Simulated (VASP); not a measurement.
# SiO (Pm-3m) in VASP: further runs

Aim: see how the results for SiO move with the level of theory and the settings. Levels: r2SCAN0, r2SCANh, PBE-based screened hybrid with 25 % exact exchange. Tasks: single point, relaxation of cell and atoms.

Everything below comes from runs of VASP 6.6.1. Logs are shortened: lines on timing, memory, paths and dates and some standing lists are left out, and cuts for length are marked.

### Step 1. The cell of the first run

The structure is cubic, space group Pm-3m (No. 221). The conventional cell has a = 2.807 Å, b = 2.807 Å, c = 2.807 Å, α = 90.00°, β = 90.00°, γ = 90.00°. Within 3.2 Å of Si (site symmetry m-3m) lie 8 O at 2.43 Å and 6 Si at 2.81 Å. Within 3.2 Å of O (site symmetry m-3m) lie 8 Si at 2.43 Å and 6 O at 2.81 Å.

### Step 2. Single point, r2SCAN0

The input, POSCAR:

```
SiO
1.0
    2.8069700000      0.0000000000      0.0000000000
    0.0000000000      2.8069700000      0.0000000000
    0.0000000000      0.0000000000      2.8069700000
Si O
1 1
Direct
    0.0000000000      0.0000000000      0.0000000000
    0.5000000000      0.5000000000      0.5000000000
```

The input, INCAR.step1:

```
PREC = Accurate
ENCUT = 520
EDIFF = 1E-5
ISMEAR = -1
SIGMA = 0.05
LREAL = False
LASPH = True
NELM = 60
ALGO = Normal
ISIF = 2
LWAVE = True
GGA = PE
NBANDS = 12
```

The input, INCAR.step2:

```
PREC = Accurate
ENCUT = 520
EDIFF = 1E-6
ISMEAR = -1
SIGMA = 0.05
LREAL = False
LASPH = True
NELM = 60
ALGO = Normal
ISIF = 2
LWAVE = False
LCHARG = True
METAGGA = R2SCAN
LHFCALC = True
AEXX = 0.25
LMIXTAU = True
PRECFOCK = Normal
LELF = True
LVHAR = True
ISTART = 1
NBANDS = 12
```

The input, KPOINTS:

```
regular mesh
0
Gamma
  5 5 5
```

Potentials or basis: VASP PAW PBE potentials, release 64 (Si, O).

On the command line:

```bash
cat potpaw_PBE.64/Si/POTCAR potpaw_PBE.64/O/POTCAR > POTCAR
cp INCAR.step1 INCAR
mpirun -np 1 vasp_std > vasp.out
cp INCAR.step2 INCAR
mpirun -np 1 vasp_std > vasp.out
```

OUTCAR:

```text
PREC = Accurate
   ENCUT = 520
   EDIFF = 1E-6
   ISMEAR = -1
   LREAL = False
   LASPH = True
   NELM = 60
   ISIF = 2
   METAGGA = R2SCAN
   LHFCALC = True
   AEXX = 0.25
   PRECFOCK = Normal
   ISTART = 1

 ion  position               nearest neighbor table
   1  0.000  0.000  0.000-   2 2.43   2 2.43   2 2.43   2 2.43   2 2.43   2 2.43   2 2.43   2 2.43

   2  0.500  0.500  0.500-   1 2.43   1 2.43   1 2.43   1 2.43   1 2.43   1 2.43   1 2.43   1 2.43

  LATTYP: Found a simple cubic cell.
 ALAT       =     2.8069700000

  Lattice vectors:

 A1 = (   2.8069700000,   0.0000000000,   0.0000000000)
 A2 = (   0.0000000000,   2.8069700000,   0.0000000000)
 A3 = (   0.0000000000,   0.0000000000,   2.8069700000)

Analysis of symmetry for initial positions (statically):
=====================================================================
 Subroutine PRICEL returns:
 Original cell was already a primitive cell.

 Routine SETGRP: Setting up the symmetry group for a
 simple cubic supercell.

 Subroutine GETGRP returns: Found 48 space group operations
 (whereof 48 operations were pure point group operations)
 out of a pool of 48 trial point group operations.

The static configuration has the point symmetry O_h .

Analysis of symmetry for dynamics (positions and initial velocities):
=====================================================================
 Subroutine PRICEL returns:
 Original cell was already a primitive cell.

 Routine SETGRP: Setting up the symmetry group for a
 simple cubic supercell.

 Subroutine GETGRP returns: Found 48 space group operations
 (whereof 48 operations were pure point group operations)
 out of a pool of 48 trial point group operations.

The dynamic configuration has the point symmetry O_h .

 Subroutine INISYM returns: Found 48 space group operations
 (whereof 48 operations are pure point group operations),
 and found     1 'primitive' translations

----------------------------------------------------------------------------------------

                                     Primitive cell

  volume of cell :      22.1163

  direct lattice vectors                    reciprocal lattice vectors
     2.806970000  0.000000000  0.000000000     0.356256034  0.000000000  0.000000000
     0.000000000  2.806970000  0.000000000     0.000000000  0.356256034  0.000000000
     0.000000000  0.000000000  2.806970000     0.000000000  0.000000000  0.356256034

  length of vectors
     2.806970000  2.806970000  2.806970000     0.356256034  0.356256034  0.356256034

  position of ions in fractional coordinates (direct lattice)
     0.000000000  0.000000000  0.000000000
     0.500000000  0.500000000  0.500000000

  ion indices of the primitive-cell ions
   primitive index   ion index
                 1           1
                 2           2

----------------------------------------------------------------------------------------

 KPOINTS: regular mesh

Automatic generation of k-mesh.
 Grid dimensions read from file:
 generate k-points for:    5    5    5

 Generating k-lattice:

  Cartesian coordinates                     Fractional coordinates (reciprocal lattice)
     0.071251207  0.000000000  0.000000000     0.200000000  0.000000000  0.000000000
     0.000000000  0.071251207  0.000000000     0.000000000  0.200000000  0.000000000
     0.000000000  0.000000000  0.071251207     0.000000000  0.000000000  0.200000000

  Length of vectors
     0.071251207  0.071251207  0.071251207

  Shift w.r.t. Gamma in fractional coordinates (k-lattice)
     0.000000000  0.000000000  0.000000000

 Subroutine IBZKPT returns following result:
 ===========================================

 Found     10 irreducible k-points:

 Following reciprocal coordinates:
            Coordinates               Weight
  0.000000  0.000000  0.000000      1.000000
  0.200000  0.000000  0.000000      6.000000
  0.400000  0.000000  0.000000      6.000000
  0.200000  0.200000  0.000000     12.000000
  0.400000  0.200000  0.000000     24.000000
  0.400000  0.400000  0.000000     12.000000
  0.200000  0.200000  0.200000      8.000000
  0.400000  0.200000  0.200000     24.000000
  0.400000  0.400000  0.200000     24.000000
  0.400000  0.400000  0.400000      8.000000
   k-points           NKPTS =     10   k-points in BZ     NKDIM =    125   number of bands    NBANDS=     12
   number of dos      NEDOS =    301   number of ions     NIONS =      2
   total plane-waves  NPLWV =  13824
   dimension x,y,z NGX =    24 NGY =   24 NGZ =   24
   dimension x,y,z NGXF=    48 NGYF=   48 NGZF=   48
   ions per type =               1   1
   NGX,Y,Z   is equivalent  to a cutoff of  14.21, 14.21, 14.21 a.u.
   NGXF,Y,Z  is equivalent  to a cutoff of  28.43, 28.43, 28.43 a.u.
 SYSTEM =  unknown system
   PREC   = accura    normal or accurate (medium, high low for compatibility)
   ISTART =      1    job   : 0-new  1-cont  2-samecut
   ICHARG =      0    charge: 1-file 2-atom 10-const
   ISPIN  =      1    spin polarized calculation?
   LNONCOLLINEAR =      F non collinear calculations
   LSORBIT =      F    spin-orbit coupling
   LASPH  =      T    aspherical Exc in radial PAW
   ENCUT  =  520.0 eV  38.22 Ry    6.18 a.u.   5.22  5.22  5.22*2*pi/ulx,y,z
   NELM   =     60;   NELMIN=  2; NELMDL=  0     # of ELM steps
   EDIFF  = 0.1E-05   stopping-criterion for ELM
   LREAL  =      F    real-space projection
   EDIFFG = 0.1E-04   stopping-criterion for IOM
   NSW    =      0    number of steps for IOM
   IBRION =     -1    ionic relax: 0-MD 1-quasi-New 2-CG
   NFREE  =      0    steps in history (QN), initial steepest desc. (CG)
   ISIF   =      2    stress and relaxation
   ISYM   =      3    0-nonsym 1-usesym 2-fastsym
   POTIM  = 0.5000    time-step for ionic-motion
   TEBEG  =    0.0;   TEEND  =   0.0 temperature during run
   PSTRESS=    0.0 pullay stress
   NELECT =      10.0000    total number of electrons
   NUPDOWN=      -1.0000    fix difference up-down
   EMIN   =  10.00;   EMAX   =-10.00  energy-range for DOS
   EFERMI =   0.00;   METHOD = LEGACY
   ISMEAR =    -1;   SIGMA  =   0.05  broadening in eV -4-tet -1-fermi 0-gaus
   EFERMI_NEDOS =   21; number of points for ismear=-14 and -15
   IALGO  =     38    algorithm
   IMIX   =      1    mixing-type and parameters
     AMIX     =   0.40;   BMIX     =  1.00
     AMIX_MAG =   1.60;   BMIX_MAG =  1.00
  volume/ion in A,a.u.               =      11.06        74.62
  Fermi-wavevector in a.u.,A,eV,Ry     =   1.256523  2.374484 21.481554  1.578850
  Thomas-Fermi vector in A             =   2.390227
   LORBIT       =      0    0 simple, 1 ext, 2 COOP (PROOUT), +10 PAW based schemes
   METAGGA = R2SCAN    functional components
   LHFCALC =     T    Hartree Fock is set to
   PRECFOCK=normal    Normal, Fast or Accurate (Low or Medium for compatibility)
   ENCUT4O =  -1.0   cutoff for four orbital integrals eV
   NKREDX  =     1    reduce k-point grid by
   NKREDY  =     1    reduce k-point grid by
   NKREDZ  =     1    reduce k-point grid by
   AEXX    =    0.2500 exact exchange contribution
   HFSCREEN=    0.0000 screening length (either q_TF or 0.3 A-1)
   HFSCREENC=   0.0000 screening length for correlation (either q_TF or 0.3 A-1)
   ENCUTFOCK=  -1.0 apply spherical cutoff to Coloumb kernel
   IVDW    =     0    specifies the selected vdW correction
   LEPSILON=     F    determine dielectric tensor
   LRPA    =     F    only Hartree local field effects (RPA)
 non-spin polarized calculation
  energy-cutoff  :      520.00
  volume of cell :       22.12
 maximum number of plane-waves:       619
 NGX is ok and might be reduce to    24
  NGX = 16; NGY = 16; NGZ = 16

 number of electron      10.0000005 magnetization

 Free energy of the ion-electron system (eV)
  ---------------------------------------------------
  ext. energy  EPLUGINS =         0.00000000
  ---------------------------------------------------
  free energy    TOTEN  =       -16.83103995 eV

  energy without entropy =      -16.83103994  energy(sigma->0) =      -16.83103995

 E-fermi :   7.7990     XC(G=0):  -9.3840

 val. band max:        6.9127780000   @ k =   0.2000   0.2000   0.2000
 cond. band min:       8.6986538910   @ k =   0.4000   0.4000   0.4000
 fundamental gap:      1.7858758910
 Fermi energy:         7.7990443465

 k-point     1 :       0.0000    0.0000    0.0000
  band No.  band energies     occupation
      1     -15.5842      2.00000
      2      -0.7003      2.00000
      3       3.2606      2.00000
      4       3.2606      2.00000
      5       3.2606      2.00000
      6      15.3957      0.00000
      7      15.3957      0.00000
      8      17.9035      0.00000
      9      17.9035      0.00000
     10      17.9035      0.00000
     11      29.4076      0.00000
     12      29.4076      0.00000

 k-point     2 :       0.2000    0.0000    0.0000
  band No.  band energies     occupation
      1     -15.2048      2.00000
      2      -2.2186      2.00000
      3       3.5529      2.00000
      4       3.5529      2.00000
      5       3.9924      2.00000
      6      13.4134      0.00000
      7      16.0725      0.00000
      8      17.3628      0.00000
      9      17.3628      0.00000
     10      21.0483      0.00000
     11      27.8129      0.00000
     12      27.8129      0.00000

 k-point     3 :       0.4000    0.0000    0.0000
  band No.  band energies     occupation
      1     -14.4671      2.00000
      2      -4.4104      2.00000
      3       4.0914      2.00000
      4       4.0914      2.00000
      5       5.9897      2.00000
      6      10.2141      0.00000
      7      16.3278      0.00000
      8      16.3278      0.00000
      9      17.6917      0.00000
     10      24.8622      0.00000
     11      26.2085      0.00000
     12      26.5665      0.00000
[... 76 lines left out ...]
 k-point     9 :       0.4000    0.4000    0.2000
  band No.  band energies     occupation
      1     -13.4728      2.00000
      2      -1.4163      2.00000
      3      -0.0663      2.00000
      4       3.1727      2.00000
      5       4.1091      2.00000
      6      10.8898      0.00000
      7      11.6150      0.00000
      8      15.2057      0.00000
      9      20.3483      0.00000
     10      23.1873      0.00000
     11      23.4062      0.00000
     12      28.1262      0.00000

 k-point    10 :       0.4000    0.4000    0.4000
  band No.  band energies     occupation
      1     -13.0942      2.00000
      2       0.1874      2.00000
      3       1.3214      2.00000
      4       1.3214      2.00000
      5       5.0515      2.00000
      6       8.6987      0.00000
      7       8.6987      0.00000
      8      11.7884      0.00000
      9      22.0940      0.00000
     10      23.0669      0.00000
     11      23.0669      0.00000
     12      34.1893      0.00000

------------------------ aborting loop because EDIFF is reached ----------------------------------------

  FORCE on cell =-STRESS in cart. coord.  units (eV):
  Direction    XX          YY          ZZ          XY          YZ          ZX
  --------------------------------------------------------------------------------------
  -------------------------------------------------------------------------------------
  Total       -0.2127795     -0.2127795     -0.2127795      0.0000000     -0.0000000      0.0000000
  in kB      -15.4144162    -15.4144162    -15.4144162      0.0000000     -0.0000000      0.0000000
  external PRESSURE =     -15.4144162 kB  Pullay stress =       0.0000000 kB

 VOLUME and BASIS-vectors are now :
 -----------------------------------------------------------------------------
  energy-cutoff  :      520.00
  volume of cell :       22.12
      direct lattice vectors                 reciprocal lattice vectors
     2.806970000  0.000000000  0.000000000     0.356256034  0.000000000  0.000000000
     0.000000000  2.806970000  0.000000000     0.000000000  0.356256034  0.000000000
     0.000000000  0.000000000  2.806970000     0.000000000  0.000000000  0.356256034

 POSITION                                       TOTAL-FORCE (eV/Angst)
 -----------------------------------------------------------------------------------
      0.00000      0.00000      0.00000         0.000000      0.000000      0.000000
      1.40349      1.40349      1.40349         0.000000      0.000000      0.000000
 -----------------------------------------------------------------------------------
    total drift:                                0.000000      0.000000      0.000000

  FREE ENERGIE OF THE ION-ELECTRON SYSTEM (eV)
  ---------------------------------------------------
  free  energy   TOTEN  =       -16.8310399505 eV

  energy  without entropy=      -16.8310399428  energy(sigma->0) =      -16.83103995
```

It took 2.8 min on 1 thread of Intel Xeon 8259CL, shared host; peak memory 0.14 GiB.

Results:

```
Free energy            : -16.8310 eV
Pressure               : -1.5 GPa
Band gap on the k mesh : 1.79 eV (least direct gap 3.24 eV)
```

Levels at points of the mesh, in eV from the valence-band top:
```
           k point  band 2  band 3  band 4  band 5  band 6  band 7  band 8  band 9
(0.00, 0.00, 0.00)   -7.61   -3.65   -3.65   -3.65    8.48    8.48   10.99   10.99
```

Caveat: the k points lie up to 0.45 Å⁻¹ apart; the PAW data sets were made with another functional, which shifts forces and pressure a little; an odd mesh through Γ misses points on the zone boundary, where band edges can lie.

### Step 3. Single point, r2SCANh

POSCAR is that of step 2.

The input, INCAR.step1:

```
SYSTEM = SiO
PREC = Accurate ; ENCUT = 520
EDIFF = 1E-5 ; ISMEAR = -1
SIGMA = 0.05 ; LREAL = .False.
LASPH = .True. ; NELM = 100
ALGO = Normal ; ISIF = 2
LWAVE = .True. ; GGA = PE
NBANDS = 12
```

The input, INCAR.step2:

```
SYSTEM = SiO
PREC = Accurate ; ENCUT = 520
EDIFF = 1E-6 ; ISMEAR = -1
SIGMA = 0.05 ; LREAL = .False.
LASPH = .True. ; NELM = 100
ALGO = Normal ; ISIF = 2
LWAVE = .False. ; LCHARG = .True.
METAGGA = R2SCAN ; LHFCALC = .True.
AEXX = 0.1 ; LMIXTAU = .True.
PRECFOCK = Normal ; LELF = .True.
LVHAR = .True. ; ISTART = 1
NBANDS = 12
```

The input, KPOINTS:

```
regular mesh
0
Gamma
  5 5 5
  0 0 0
```

Potentials or basis: VASP PAW PBE potentials, release 64 (Si, O).

On the command line:

```bash
cat potpaw_PBE.64/Si/POTCAR potpaw_PBE.64/O/POTCAR > POTCAR
cp INCAR.step1 INCAR
mpirun -np 1 vasp_std > vasp.out
cp INCAR.step2 INCAR
mpirun -np 1 vasp_std > vasp.out
```

It took 2.8 min on 1 thread of Intel Xeon 8259CL, shared host; peak memory 0.14 GiB.

The run converged. Its results:

| Property | Result |
| --- | --- |
| Free energy | -15.2824 eV |
| Pressure | 0.6 GPa |
| Band gap on the k mesh | 0.92 eV (least direct gap 2.40 eV) |

Levels at points of the mesh, in eV from the valence-band top:
```csv
k point,band 1,band 2,band 3,band 4,band 5,band 6,band 7,band 8,band 9,band 10
"(0.00, 0.00, 0.00)",-21.45,-7.24,-3.38,-3.38,-3.38,7.45,7.45,9.73,9.73,9.73
```

Caveat: the k points lie up to 0.45 Å⁻¹ apart; the PAW data sets were made with another functional, which shifts forces and pressure a little; an odd mesh through Γ misses points on the zone boundary, where band edges can lie.

[end of part 1 of 2]
